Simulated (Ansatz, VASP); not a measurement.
# One calculation of AlN, two programs

```
Al N
1.0
     0.00000    2.18399    2.18399
     2.18399    0.00000    2.18399
     2.18399    2.18399    0.00000
Al N
1 1
Direct
  0.00000 0.00000 0.00000
  0.75000 0.75000 0.75000
```

Alike in both runs: task single point; functional PBE; k mesh 8 × 8 × 8; occupations gaussian, width 0.02 eV; no spin polarisation.

```csv
,VASP,Ansatz
version,VASP 6.6.1,Ansatz 0.2.0
potentials or method,"VASP PAW PBE potentials, release 64 (Al, N), cutoff 600 eV","scalar-relativistic, plane waves, PAW"
valence electrons in the cell,8,8
```

VASP gave:

```
gap on the k mesh at the Fermi level (eV) : 3.32
least direct gap on the mesh (eV)         : 4.20
pressure (GPa)                            : 4.5
```

Q: Which values does Ansatz return?

A: gap on the k mesh at the Fermi level (eV): 3.33; least direct gap on the mesh (eV): 4.19; pressure (GPa): 4.9.
